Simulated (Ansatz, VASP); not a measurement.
**One calculation of AlSn, two programs**

```
Sn Al
1.0
     4.19811    0.00000    0.00000
    -2.09905    3.63567    0.00000
     0.00000    0.00000    3.30685
Sn Al
1 1
Direct
  0.33333 0.66667 0.50000
  0.00000 0.00000 0.00000
```

Alike in both runs: task relaxation of cell and atoms; functional PBEsol; dispersion D3(BJ); k mesh 7 × 7 × 8; occupations fermi-dirac, width 0.05 eV; no spin polarisation.

|  | VASP | Ansatz |
| --- | --- | --- |
| version | VASP 6.6.1 | Ansatz 0.2.0 |
| potentials or method | VASP PAW PBE potentials, release 64 (Sn_d, Al) | Ansatz PAW |
| plane-wave cutoff (eV) | 600 | 420 |
| valence electrons in the cell | 17 | 17 |

|  | VASP | Ansatz | Ansatz less VASP |
| --- | --- | --- | --- |
| gap on the k mesh at the Fermi level, each at its own relaxed structure (eV) | none | none | - |
| relaxed volume (Å³/atom) | 23.45 | 23.45 | +0.001 |
| relaxed cell length with the largest relative difference (Å) | 3.253 | 3.253 | +0.0001 |

VASP's potentials were made for PBE, not for PBEsol. A gap of «none» marks a metal or a gap that the smearing closes.

Noted on Ansatz's run: the plane-wave basis is chosen anew once the cell has moved, so the energies of steps on either side of that aren't comparable.
